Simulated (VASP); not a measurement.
# Sb (C2/c) in VASP: single point with PBE

Aim: the single point of Sb with PBE.

Program: VASP 6.6.1. These are calculated values, not measurements. Logs are shortened: lines on timing, memory, paths and dates and some standing lists are left out, and cuts for length are marked.

**1. The cell of the first run**

Symmetry: C2/c, No. 15, monoclinic system. Conventional cell: a = 6.727 Å, b = 7.605 Å, c = 8.166 Å, α = 90.00°, β = 113.79°, γ = 90.00°. Sb (site symmetry 1) has 6 Sb at 2.93 to 3.75 Å within 3.9 Å. Sb (site symmetry -1) has 10 Sb at 3.08 to 4.11 Å within 4.2 Å.

The cell was generated, and may not be a known phase.

**2. Single point, PBE**

File INCAR:

```
PREC = Accurate
ENCUT = 500
EDIFF = 1E-6
ISMEAR = 0
SIGMA = 0.1
LREAL = False
LASPH = True
NELM = 120
ALGO = Normal
ISIF = 2
LWAVE = False
LCHARG = False
GGA = PE
NBANDS = 24
GGA_COMPAT = False
```

File KPOINTS:

```
regular mesh
0
Gamma
  4 4 4
```

File POSCAR:

```
Sb
1.0
    3.3322772074     -3.8025992857     -0.4577991510
    3.3322772074      3.8025992857     -0.4577991510
   -2.2468616558      0.0000000000      7.8506849296
Sb
6
Direct
    0.1226525979      0.3814654805      0.3609948180
    0.6185345195      0.8773474021      0.1390051820
    0.8773474021      0.6185345195      0.6390051820
    0.3814654805      0.1226525979      0.8609948180
    0.0000000000      0.5000000000      0.0000000000
    0.5000000000      0.0000000000      0.5000000000
```

Potentials or basis: VASP PAW PBE potentials, release 64 (Sb).

Run with:

```
> cat potpaw_PBE.64/Sb/POTCAR > POTCAR
> mpirun -np 1 vasp_std > vasp.out
```

OUTCAR:

```text
PREC = Accurate
   ENCUT = 500
   EDIFF = 1E-6
   ISMEAR = 0
   LREAL = False
   LASPH = True
   NELM = 120
   ISIF = 2
   GGA = PE

 ion  position               nearest neighbor table
   1  0.123  0.381  0.361-   3 2.93   5 3.08   6 3.10   2 3.13   6 3.21   3 3.75
   2  0.619  0.877  0.139-   4 2.93   6 3.08   5 3.10   1 3.13   5 3.21   4 3.75
   3  0.877  0.619  0.639-   1 2.93   5 3.08   6 3.10   4 3.13   6 3.21   1 3.75
   4  0.381  0.123  0.861-   2 2.93   6 3.08   5 3.10   3 3.13   5 3.21   2 3.75
   5  0.000  0.500  0.000-   1 3.08   3 3.08   2 3.10   4 3.10   2 3.21   4 3.21
   6  0.500  0.000  0.500-   2 3.08   4 3.08   3 3.10   1 3.10   3 3.21   1 3.21

  LATTYP: Found a base centered monoclinic cell.
 ALAT       =     6.7271543611
 B/A-ratio  =     1.1305223818
 C/A-ratio  =     1.2138687945
 COS(beta)  =    -0.4034431674

  Lattice vectors:

 A1 = (   3.3322772074,  -3.8025992857,  -0.4577991510)
 A2 = (   3.3322772074,   3.8025992857,  -0.4577991510)
 A3 = (  -2.2468616558,   0.0000000000,   7.8506849296)

Analysis of symmetry for initial positions (statically):
=====================================================================
 Subroutine PRICEL returns:
 Original cell was already a primitive cell.

 Routine SETGRP: Setting up the symmetry group for a
 base centered monoclinic supercell.

 Subroutine GETGRP returns: Found  4 space group operations
 (whereof  2 operations were pure point group operations)
 out of a pool of  4 trial point group operations.

The static configuration has the point symmetry S_2 .
 The point group associated with its full space group is C_2h.

Analysis of symmetry for dynamics (positions and initial velocities):
=====================================================================
 Subroutine PRICEL returns:
 Original cell was already a primitive cell.

 Routine SETGRP: Setting up the symmetry group for a
 base centered monoclinic supercell.

 Subroutine GETGRP returns: Found  4 space group operations
 (whereof  2 operations were pure point group operations)
 out of a pool of  4 trial point group operations.

The dynamic configuration has the point symmetry S_2 .
 The point group associated with its full space group is C_2h.

 Subroutine INISYM returns: Found  4 space group operations
 (whereof  2 operations are pure point group operations),
 and found     1 'primitive' translations

----------------------------------------------------------------------------------------

                                     Primitive cell

  volume of cell :     191.1342

  direct lattice vectors                    reciprocal lattice vectors
     3.332277207 -3.802599286 -0.457799151     0.156188728 -0.131489006  0.044701127
     3.332277207  3.802599286 -0.457799151     0.156188728  0.131489006  0.044701127
    -2.246861656  0.000000000  7.850684930     0.018215753  0.000000000  0.132590759

  length of vectors
     5.076752188  5.076752188  8.165882755     0.209003512  0.209003512  0.133836180

  position of ions in fractional coordinates (direct lattice)
     0.122652598  0.381465480  0.360994818
     0.618534520  0.877347402  0.139005182
     0.877347402  0.618534520  0.639005182
     0.381465480  0.122652598  0.860994818
     1.000000000  0.500000000  1.000000000
     0.500000000  1.000000000  0.500000000

  ion indices of the primitive-cell ions
   primitive index   ion index
                 1           1
                 2           2
                 3           3
                 4           4
                 5           5
                 6           6

----------------------------------------------------------------------------------------

 KPOINTS: regular mesh

Automatic generation of k-mesh.
 Grid dimensions read from file:
 generate k-points for:    4    4    4

 Generating k-lattice:

  Cartesian coordinates                     Fractional coordinates (reciprocal lattice)
     0.039047182 -0.032872251  0.011175282     0.250000000 -0.000000000 -0.000000000
     0.039047182  0.032872251  0.011175282    -0.000000000  0.250000000 -0.000000000
     0.004553938  0.000000000  0.033147690    -0.000000000 -0.000000000  0.250000000

  Length of vectors
     0.052250878  0.052250878  0.033459045

  Shift w.r.t. Gamma in fractional coordinates (k-lattice)
     0.000000000  0.000000000  0.000000000

 Subroutine IBZKPT returns following result:
 ===========================================

 Found     24 irreducible k-points:

 Following reciprocal coordinates:
            Coordinates               Weight
  0.000000  0.000000  0.000000      1.000000
  0.250000 -0.000000 -0.000000      4.000000
  0.500000 -0.000000 -0.000000      2.000000
  0.250000  0.250000 -0.000000      2.000000
  0.500000  0.250000 -0.000000      4.000000
 -0.250000  0.250000  0.000000      2.000000
[... 16 lines left out ...]
 -0.250000  0.250000  0.500000      2.000000
  0.500000  0.500000  0.500000      1.000000
   k-points           NKPTS =     24   k-points in BZ     NKDIM =     24   number of bands    NBANDS=     24
   number of dos      NEDOS =    301   number of ions     NIONS =      6
   total plane-waves  NPLWV =  96000
   dimension x,y,z NGX =    40 NGY =   40 NGZ =   60
   dimension x,y,z NGXF=    80 NGYF=   80 NGZF=  120
   ions per type =               6
   NGX,Y,Z   is equivalent  to a cutoff of  13.10, 13.10, 12.22 a.u.
   NGXF,Y,Z  is equivalent  to a cutoff of  26.20, 26.20, 24.43 a.u.
 SYSTEM =  unknown system
   PREC   = accura    normal or accurate (medium, high low for compatibility)
   ISTART =      0    job   : 0-new  1-cont  2-samecut
   ICHARG =      2    charge: 1-file 2-atom 10-const
   ISPIN  =      1    spin polarized calculation?
   LNONCOLLINEAR =      F non collinear calculations
   LSORBIT =      F    spin-orbit coupling
   LASPH  =      T    aspherical Exc in radial PAW
   ENCUT  =  500.0 eV  36.75 Ry    6.06 a.u.   9.26  9.26 14.89*2*pi/ulx,y,z
   NELM   =    120;   NELMIN=  2; NELMDL= -5     # of ELM steps
   EDIFF  = 0.1E-05   stopping-criterion for ELM
   LREAL  =      F    real-space projection
   EDIFFG = 0.1E-04   stopping-criterion for IOM
   NSW    =      0    number of steps for IOM
   IBRION =     -1    ionic relax: 0-MD 1-quasi-New 2-CG
   NFREE  =      0    steps in history (QN), initial steepest desc. (CG)
   ISIF   =      2    stress and relaxation
   ISYM   =      2    0-nonsym 1-usesym 2-fastsym
   POTIM  = 0.5000    time-step for ionic-motion
   TEBEG  =    0.0;   TEEND  =   0.0 temperature during run
   PSTRESS=    0.0 pullay stress
   NELECT =      30.0000    total number of electrons
   NUPDOWN=      -1.0000    fix difference up-down
   EMIN   =  10.00;   EMAX   =-10.00  energy-range for DOS
   EFERMI =   0.00;   METHOD = LEGACY
   ISMEAR =     0;   SIGMA  =   0.10  broadening in eV -4-tet -1-fermi 0-gaus
   EFERMI_NEDOS =   21; number of points for ismear=-14 and -15
   IALGO  =     38    algorithm
   IMIX   =      4    mixing-type and parameters
     AMIX     =   0.40;   BMIX     =  1.00
     AMIX_MAG =   1.60;   BMIX_MAG =  1.00
  volume/ion in A,a.u.               =      31.86       214.97
  Fermi-wavevector in a.u.,A,eV,Ry     =   0.883085  1.668788 10.610352  0.779839
  Thomas-Fermi vector in A             =   2.003803
   LORBIT       =      0    0 simple, 1 ext, 2 COOP (PROOUT), +10 PAW based schemes
   GGA     = PE    functional components
   LHFCALC =     F    Hartree Fock is set to
   AEXX    =    0.0000 exact exchange contribution
   IVDW    =     0    specifies the selected vdW correction
   LEPSILON=     F    determine dielectric tensor
   LRPA    =     F    only Hartree local field effects (RPA)
 non-spin polarized calculation
 Gauss-broadening in eV      SIGMA  =   0.10
  energy-cutoff  :      500.00
  volume of cell :      191.13
 maximum number of plane-waves:      4874
 NGX is ok and might be reduce to    40
   NGX = 19   NGY = 19   NGZ = 29

 number of electron      30.0000000 magnetization

 Free energy of the ion-electron system (eV)
  ---------------------------------------------------
  ext. energy  EPLUGINS =         0.00000000
  ---------------------------------------------------
  free energy    TOTEN  =       -23.87349647 eV

  energy without entropy =      -23.85469317  energy(sigma->0) =      -23.86409482

 E-fermi :   6.5739     XC(G=0):  -9.3027

 val. band max:        6.5571908395   @ k =   0.5000   0.2500   0.5000
 cond. band min:       6.5769221373   @ k =   0.5000   0.2500  -0.0000
 fundamental gap:      0.0197312978
 Fermi energy:         6.5738624454

 k-point     1 :       0.0000    0.0000    0.0000
  band No.  band energies     occupation
      1      -5.7007      2.00000
      2      -3.7220      2.00000
      3      -2.8413      2.00000
      4      -1.8091      2.00000
      5      -1.0356      2.00000
      6      -0.9169      2.00000
[... 16 lines left out ...]
     23       9.9043      0.00000
     24      10.1044      0.00000

 k-point     2 :       0.2500   -0.0000   -0.0000
  band No.  band energies     occupation
      1      -5.3382      2.00000
      2      -3.7360      2.00000
      3      -2.7975      2.00000
      4      -2.3648      2.00000
      5      -1.7967      2.00000
      6      -0.4829      2.00000
[... 16 lines left out ...]
     23       9.8118      0.00000
     24      10.1712      0.00000

 k-point     3 :       0.5000   -0.0000   -0.0000
  band No.  band energies     occupation
      1      -4.3229      2.00000
      2      -4.2659      2.00000
      3      -3.6416      2.00000
      4      -2.4635      2.00000
      5      -1.5170      2.00000
      6      -0.6559      2.00000
[... 16 lines left out ...]
     23      10.2034      0.00000
     24      11.1422      0.00000
[... 514 lines left out ...]
 k-point    23 :      -0.2500    0.2500    0.5000
  band No.  band energies     occupation
      1      -4.5732      2.00000
      2      -4.5732      2.00000
      3      -2.6496      2.00000
      4      -2.6496      2.00000
      5      -0.8242      2.00000
      6      -0.8242      2.00000
[... 16 lines left out ...]
     23      10.8716      0.00000
     24      10.8716      0.00000

 k-point    24 :       0.5000    0.5000    0.5000
  band No.  band energies     occupation
      1      -3.6706      2.00000
      2      -3.6706      2.00000
      3      -3.1525      2.00000
      4      -3.1525      2.00000
      5      -1.7960      2.00000
      6      -1.7960      2.00000
[... 16 lines left out ...]
     23      10.3449      0.00000
     24      10.3449      0.00000

------------------------ aborting loop because EDIFF is reached ----------------------------------------

  FORCE on cell =-STRESS in cart. coord.  units (eV):
  Direction    XX          YY          ZZ          XY          YZ          ZX
  --------------------------------------------------------------------------------------
  -------------------------------------------------------------------------------------
  Total       -0.0942663     -0.0999112      0.1237159      0.0000000      0.0000000     -0.0927931
  in kB       -0.7901847     -0.8375027      1.0370456      0.0000000      0.0000000     -0.7778356
  external PRESSURE =      -0.1968806 kB  Pullay stress =       0.0000000 kB

 VOLUME and BASIS-vectors are now :
 -----------------------------------------------------------------------------
  energy-cutoff  :      500.00
  volume of cell :      191.13
      direct lattice vectors                 reciprocal lattice vectors
     3.332277207 -3.802599286 -0.457799151     0.156188728 -0.131489006  0.044701127
     3.332277207  3.802599286 -0.457799151     0.156188728  0.131489006  0.044701127
    -2.246861656  0.000000000  7.850684930     0.018215753  0.000000000  0.132590759

 POSITION                                       TOTAL-FORCE (eV/Angst)
 -----------------------------------------------------------------------------------
      0.86876      0.98416      2.60327         0.002777     -0.006439     -0.009297
      4.67237      0.98416      0.40647        -0.002777     -0.006439      0.009297
      3.54894     -0.98416      4.33181        -0.002777      0.006439      0.009297
     -0.25468     -0.98416      6.52861         0.002777      0.006439     -0.009297
      1.66614      1.90130     -0.22890        -0.000000      0.000000     -0.000000
      0.54271     -1.90130      3.69644        -0.000000      0.000000      0.000000
 -----------------------------------------------------------------------------------
    total drift:                               -0.000000      0.000000     -0.000000

  FREE ENERGIE OF THE ION-ELECTRON SYSTEM (eV)
  ---------------------------------------------------
  free  energy   TOTEN  =       -23.8734964672 eV

  energy  without entropy=      -23.8546931654  energy(sigma->0) =      -23.86409482
```

It took 1.9 min on 1 thread of Intel Xeon 8259CL, shared host; peak memory 0.32 GiB.

Results:

| Property | Result |
| --- | --- |
| Free energy | -23.8735 eV |
| Pressure | 0.0 GPa |
| Largest force | 0.012 eV/Å |
| Band gap on the k mesh | zero (bands 15 and 16 overlap by 2.71 eV) |

Forces on the atoms (eV/Å):
```
Sb   0.003 -0.006 -0.009
Sb  -0.003 -0.006  0.009
Sb  -0.003  0.006  0.009
Sb   0.003  0.006 -0.009
Sb   0.000  0.000  0.000
Sb   0.000  0.000  0.000
```

Stress tensor (GPa, compression positive):
```
-0.08  0.00 -0.08
 0.00 -0.08  0.00
-0.08  0.00  0.10
```

Caveat: spin-orbit coupling is left out, which moves the levels of the heavy elements.
